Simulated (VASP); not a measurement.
# SnO2 (P1) in VASP: single point with LDA

Aim: the single point of SnO2 with LDA.

All numbers are computed with VASP 6.6.1; they aren't measurements. Logs are shortened: lines on timing, memory, paths and dates and some standing lists are left out, and cuts for length are marked.

### 1 The cell of the first run

The typed cell holds 12 atoms: a = 6.263 Å, b = 6.263 Å, c = 6.263 Å, α = 60.00°, β = 60.00°, γ = 60.00°.

### 2 Single point, LDA (atom 1 (Sn) moved by -0.704 Å along [1 0 0] and +0.352 Å along [0 0 1])

INCAR

```
SYSTEM = SnO2
PREC     = Accurate       ! precision mode
ENCUT    = 520            ! plane-wave cutoff, eV
EDIFF    = 1E-6           ! SCF threshold, eV
ISMEAR   = 0              ! smearing method
SIGMA    = 0.05           ! smearing width, eV
LREAL    = .FALSE.        ! projectors in reciprocal space
LASPH    = .TRUE.         ! aspherical terms in the spheres
NELM     = 100            ! most SCF steps
ALGO     = Normal         ! electronic algorithm
ISIF     = 2              ! what is computed and relaxed
LWAVE    = .FALSE.        ! write WAVECAR
LCHARG   = .FALSE.        ! write CHGCAR
GGA      = CA             ! functional
NBANDS   = 64             ! bands
KPAR     = 2
```

KPOINTS

```
regular mesh
0
G
  6 6 6
  0 0 0
```

POSCAR

```
SnO2
1.0
    0.0000000000      4.4289551266      4.4289551266
    4.4289551266      0.0000000000      4.4289551266
    4.4289551266      4.4289551266      0.0000000000
Sn O
4 8
Direct
    0.2442154774      0.0852615075      0.5057845226
    0.6250000000      0.1250000000      0.1250000000
    0.1250000000      0.6250000000      0.1250000000
    0.1250000000      0.1250000000      0.1250000000
    0.8907311159      0.8907311159      0.8907311159
    0.8907311159      0.3278066522      0.8907311159
    0.8907311159      0.8907311159      0.3278066522
    0.3278066522      0.8907311159      0.8907311159
    0.9221933478      0.3592688841      0.3592688841
    0.3592688841      0.3592688841      0.9221933478
    0.3592688841      0.9221933478      0.3592688841
    0.3592688841      0.3592688841      0.3592688841
```

Potentials or basis: VASP PAW LDA potentials, release 64 (Sn_d, O).

On the command line:

```
$ cat potpaw_LDA.64/Sn_d/POTCAR potpaw_LDA.64/O/POTCAR > POTCAR
$ mpirun -np 2 vasp_std > vasp.out
```

OUTCAR:

```text
SYSTEM = SnO2
   PREC = Accurate
   ENCUT = 520
   EDIFF = 1E-6
   ISMEAR = 0
   LREAL = .FALSE.
   LASPH = .TRUE.
   NELM = 100
   ISIF = 2
   GGA = CA

 ion  position               nearest neighbor table
   1  0.244  0.085  0.506-  11 1.39  12 1.82   9 2.16   8 2.29   2 2.40   5 2.57   4 2.70   6 2.83
                             3 2.98   3 3.46   4 3.68
   2  0.625  0.125  0.125-   6 2.08   7 2.08  10 2.08  11 2.08   5 2.08  12 2.08   1 2.40   4 3.13
                             3 3.13   3 3.13   4 3.13
   3  0.125  0.625  0.125-   7 2.08   8 2.08   9 2.08  10 2.08   5 2.08  12 2.08   1 2.98   4 3.13
                             2 3.13   4 3.13   2 3.13   1 3.46
   4  0.125  0.125  0.125-   6 2.08   8 2.08   9 2.08  11 2.08  10 2.08   7 2.08   1 2.70   2 3.13
                             3 3.13   3 3.13   2 3.13   1 3.68
   5  0.891  0.891  0.891-   2 2.08   3 2.08   1 2.57
   6  0.891  0.328  0.891-   2 2.08   4 2.08   1 2.83
   7  0.891  0.891  0.328-   2 2.08   3 2.08   4 2.08
   8  0.328  0.891  0.891-   3 2.08   4 2.08   1 2.29
   9  0.922  0.359  0.359-   3 2.08   4 2.08   1 2.16
  10  0.359  0.359  0.922-   2 2.08   3 2.08   4 2.08
  11  0.359  0.922  0.359-   1 1.39   2 2.08   4 2.08
  12  0.359  0.359  0.359-   1 1.82   2 2.08   3 2.08

 -----------------------------------------------------------------------------
|                                                                             |
|           W    W    AA    RRRRR   N    N  II  N    N   GGGG   !!!           |
|           W    W   A  A   R    R  NN   N  II  NN   N  G    G  !!!           |
|           W    W  A    A  R    R  N N  N  II  N N  N  G       !!!           |
|           W WW W  AAAAAA  RRRRR   N  N N  II  N  N N  G  GGG   !            |
|           WW  WW  A    A  R   R   N   NN  II  N   NN  G    G                |
|           W    W  A    A  R    R  N    N  II  N    N   GGGG   !!!           |
|                                                                             |
|     The distance between some ions is very small. Please check the          |
|     nearest-neighbor list in the OUTCAR file.                               |
|     I HOPE YOU KNOW WHAT YOU ARE DOING!                                     |
|                                                                             |
 -----------------------------------------------------------------------------

  LATTYP: Found a face centered cubic cell.
 ALAT       =     8.8579102532

  Lattice vectors:

 A1 = (   0.0000000000,   4.4289551266,   4.4289551266)
 A2 = (   4.4289551266,   0.0000000000,   4.4289551266)
 A3 = (   4.4289551266,   4.4289551266,   0.0000000000)

Analysis of symmetry for initial positions (statically):
=====================================================================
 Subroutine PRICEL returns:
 Original cell was already a primitive cell.

 Routine SETGRP: Setting up the symmetry group for a
 face centered cubic supercell.

 Subroutine GETGRP returns: Found  1 space group operations
 (whereof  1 operations were pure point group operations)
 out of a pool of 48 trial point group operations.

The static configuration has the point symmetry C_1 .

Analysis of symmetry for dynamics (positions and initial velocities):
=====================================================================
 Subroutine PRICEL returns:
 Original cell was already a primitive cell.

 Routine SETGRP: Setting up the symmetry group for a
 face centered cubic supercell.

 Subroutine GETGRP returns: Found  1 space group operations
 (whereof  1 operations were pure point group operations)
 out of a pool of 48 trial point group operations.

The dynamic configuration has the point symmetry C_1 .

 Subroutine INISYM returns: Found  1 space group operations
 (whereof  1 operations are pure point group operations),
 and found     1 'primitive' translations

----------------------------------------------------------------------------------------

                                     Primitive cell

  volume of cell :     173.7536

  direct lattice vectors                    reciprocal lattice vectors
[... 45 lines left out ...]

  Cartesian coordinates                     Fractional coordinates (reciprocal lattice)
    -0.018815574  0.018815574  0.018815574     0.166666667  0.000000000  0.000000000
     0.018815574 -0.018815574  0.018815574     0.000000000  0.166666667  0.000000000
     0.018815574  0.018815574 -0.018815574     0.000000000  0.000000000  0.166666667

  Length of vectors
     0.032589530  0.032589530  0.032589530

  Shift w.r.t. Gamma in fractional coordinates (k-lattice)
     0.000000000  0.000000000  0.000000000

 Subroutine IBZKPT returns following result:
 ===========================================

 Found    112 irreducible k-points:

 Following reciprocal coordinates:
            Coordinates               Weight
  0.000000  0.000000  0.000000      1.000000
  0.166667  0.000000  0.000000      2.000000
  0.000000  0.166667  0.000000      2.000000
  0.000000  0.000000  0.166667      2.000000
  0.166667  0.166667  0.166667      2.000000
  0.333333  0.000000  0.000000      2.000000
[... 16 lines left out ...]
  0.166667 -0.166667 -0.166667      2.000000
  0.333333  0.333333  0.166667      2.000000
 [... further k-points ...]
   k-points           NKPTS =    112   k-points in BZ     NKDIM =    112   number of bands    NBANDS=     64
   number of dos      NEDOS =    301   number of ions     NIONS =     12
   total plane-waves  NPLWV = 110592
   dimension x,y,z NGX =    48 NGY =   48 NGZ =   48
   dimension x,y,z NGXF=    96 NGYF=   96 NGZF=   96
   ions per type =               4   8
   NGX,Y,Z   is equivalent  to a cutoff of  12.74, 12.74, 12.74 a.u.
   NGXF,Y,Z  is equivalent  to a cutoff of  25.48, 25.48, 25.48 a.u.
 SYSTEM =  SnO2
   PREC   = accura    normal or accurate (medium, high low for compatibility)
   ISTART =      0    job   : 0-new  1-cont  2-samecut
   ICHARG =      2    charge: 1-file 2-atom 10-const
   ISPIN  =      1    spin polarized calculation?
   LNONCOLLINEAR =      F non collinear calculations
   LSORBIT =      F    spin-orbit coupling
   LASPH  =      T    aspherical Exc in radial PAW
   ENCUT  =  520.0 eV  38.22 Ry    6.18 a.u.  11.65 11.65 11.65*2*pi/ulx,y,z
   NELM   =    100;   NELMIN=  2; NELMDL= -5     # of ELM steps
   EDIFF  = 0.1E-05   stopping-criterion for ELM
   LREAL  =      F    real-space projection
   EDIFFG = 0.1E-04   stopping-criterion for IOM
   NSW    =      0    number of steps for IOM
   IBRION =     -1    ionic relax: 0-MD 1-quasi-New 2-CG
   NFREE  =      0    steps in history (QN), initial steepest desc. (CG)
   ISIF   =      2    stress and relaxation
   ISYM   =      2    0-nonsym 1-usesym 2-fastsym
   POTIM  = 0.5000    time-step for ionic-motion
   TEBEG  =    0.0;   TEEND  =   0.0 temperature during run
   PSTRESS=    0.0 pullay stress
   NELECT =     104.0000    total number of electrons
   NUPDOWN=      -1.0000    fix difference up-down
   EMIN   =  10.00;   EMAX   =-10.00  energy-range for DOS
   EFERMI =   0.00;   METHOD = LEGACY
   ISMEAR =     0;   SIGMA  =   0.05  broadening in eV -4-tet -1-fermi 0-gaus
   EFERMI_NEDOS =   21; number of points for ismear=-14 and -15
   IALGO  =     38    algorithm
   IMIX   =      4    mixing-type and parameters
     AMIX     =   0.40;   BMIX     =  1.00
     AMIX_MAG =   1.60;   BMIX_MAG =  1.00
  volume/ion in A,a.u.               =      14.48        97.71
  Fermi-wavevector in a.u.,A,eV,Ry     =   1.379668  2.607195 25.898478  1.903484
  Thomas-Fermi vector in A             =   2.504616
   LORBIT       =      0    0 simple, 1 ext, 2 COOP (PROOUT), +10 PAW based schemes
   GGA     = CA    functional components
   LHFCALC =     F    Hartree Fock is set to
   AEXX    =    0.0000 exact exchange contribution
   IVDW    =     0    specifies the selected vdW correction
   LEPSILON=     F    determine dielectric tensor
   LRPA    =     F    only Hartree local field effects (RPA)
 non-spin polarized calculation
 Gauss-broadening in eV      SIGMA  =   0.05
  energy-cutoff  :      520.00
  volume of cell :      173.75
 maximum number of plane-waves:      4720
 NGX is ok and might be reduce to    48
   NGX = 23   NGY = 23   NGZ = 23

 number of electron     104.0000011 magnetization

 Free energy of the ion-electron system (eV)
  ---------------------------------------------------
  ext. energy  EPLUGINS =         0.00000000
  ---------------------------------------------------
  free energy    TOTEN  =       -66.97901570 eV

  energy without entropy =      -66.97861562  energy(sigma->0) =      -66.97881566

 E-fermi :   4.3528     XC(G=0): -10.3944

 val. band max:        4.2954010972   @ k =   0.0000   0.0000   0.1667
 cond. band min:       4.3656834687   @ k =   0.0000   0.0000   0.0000
 fundamental gap:      0.0702823715
 Fermi energy:         4.3527595214

 k-point     1 :       0.0000    0.0000    0.0000
  band No.  band energies     occupation
      1     -23.4592      2.00000
      2     -19.1422      2.00000
      3     -18.8783      2.00000
      4     -18.5066      2.00000
      5     -18.0272      2.00000
      6     -17.8766      2.00000
[... 1597 lines left out ...]
     63      12.7278      0.00000
     64      13.2260      0.00000

 [... further k-points ...]

------------------------ aborting loop because EDIFF is reached ----------------------------------------

  FORCE on cell =-STRESS in cart. coord.  units (eV):
  Direction    XX          YY          ZZ          XY          YZ          ZX
  --------------------------------------------------------------------------------------
  -------------------------------------------------------------------------------------
  Total       66.0493187      2.5030616     18.0853927      7.1042496      2.0781250      8.2306102
  in kB      609.0389784     23.0806634    166.7649166     65.5080931     19.1623339     75.8942335
  external PRESSURE =     266.2948528 kB  Pullay stress =       0.0000000 kB

 VOLUME and BASIS-vectors are now :
 -----------------------------------------------------------------------------
  energy-cutoff  :      520.00
  volume of cell :      173.75
      direct lattice vectors                 reciprocal lattice vectors
     0.000000000  4.428955127  4.428955127    -0.112893445  0.112893445  0.112893445
     4.428955127  0.000000000  4.428955127     0.112893445 -0.112893445  0.112893445
     4.428955127  4.428955127  0.000000000     0.112893445  0.112893445 -0.112893445

 POSITION                                       TOTAL-FORCE (eV/Angst)
 -----------------------------------------------------------------------------------
      2.61772      3.32172      1.45924        52.525930      8.930774     -6.420481
      1.10724      3.32172      3.32172        -7.229660      0.039920     10.010761
      3.32172      1.10724      3.32172         0.703592     -2.810354      0.875067
      1.10724      1.10724      1.10724        -2.192894     -6.314321     -0.609510
      7.89002      7.89002      7.89002        -0.169327      0.490407     -0.174485
      5.39685      7.89002      5.39685         0.502161      0.699757     -0.515242
      5.39685      5.39685      7.89002         0.428801      0.637272     -0.660233
      7.89002      5.39685      5.39685        -0.738011      0.027098      0.213125
      3.18237      5.67554      5.67554        -0.957367      1.168864      0.239693
      5.67554      5.67554      3.18237        -0.023322      0.781954     -0.386386
      5.67554      3.18237      5.67554       -43.997332     -3.897687     -7.123429
      3.18237      3.18237      3.18237         1.147427      0.246317      4.551120
 -----------------------------------------------------------------------------------
    total drift:                               -0.001478     -0.000417      0.000363

  FREE ENERGIE OF THE ION-ELECTRON SYSTEM (eV)
  ---------------------------------------------------
  free  energy   TOTEN  =       -66.9790157040 eV

  energy  without entropy=      -66.9786156168  energy(sigma->0) =      -66.97881566
```

Run time: 11 min. Hardware: 2 MPI ranks of Intel Xeon Platinum 8559C (Emerald Rapids), shared host; peak memory 0.85 GiB.

What came out:

* Free energy: -66.9790 eV
* Pressure: 26.6 GPa
* Largest force: 53.665 eV/Å
* Band gap on the k mesh: 0.07 eV

Forces in eV/Å, atoms in the order of the input:
```
Sn   52.526   8.931  -6.420
Sn   -7.230   0.040  10.011
Sn    0.704  -2.810   0.875
Sn   -2.193  -6.314  -0.610
O    -0.169   0.490  -0.174
O     0.502   0.700  -0.515
O     0.429   0.637  -0.660
O    -0.738   0.027   0.213
O    -0.957   1.169   0.240
O    -0.023   0.782  -0.386
O   -43.997  -3.898  -7.123
O     1.147   0.246   4.551
```

Stress tensor (GPa, compression positive):
```
60.90  6.55  7.59
 6.55  2.31  1.92
 7.59  1.92 16.68
```

Caveat: the cell differs from its parent crystal (atom 1 (Sn) moved by -0.704 Å along [1 0 0] and +0.352 Å along [0 0 1]); atoms lie so close that the PAW spheres overlap strongly, which falsifies energies and pressures; the stress differs along the axes, from 2 to 61 GPa; semilocal functionals underestimate gaps, and a narrow one can read as zero; spin-orbit coupling is left out, which moves the levels of the heavy elements; forces of over 1 eV/Å act on the atoms, so gaps and moduli don't describe the material at rest. A k mesh can miss the band edges.
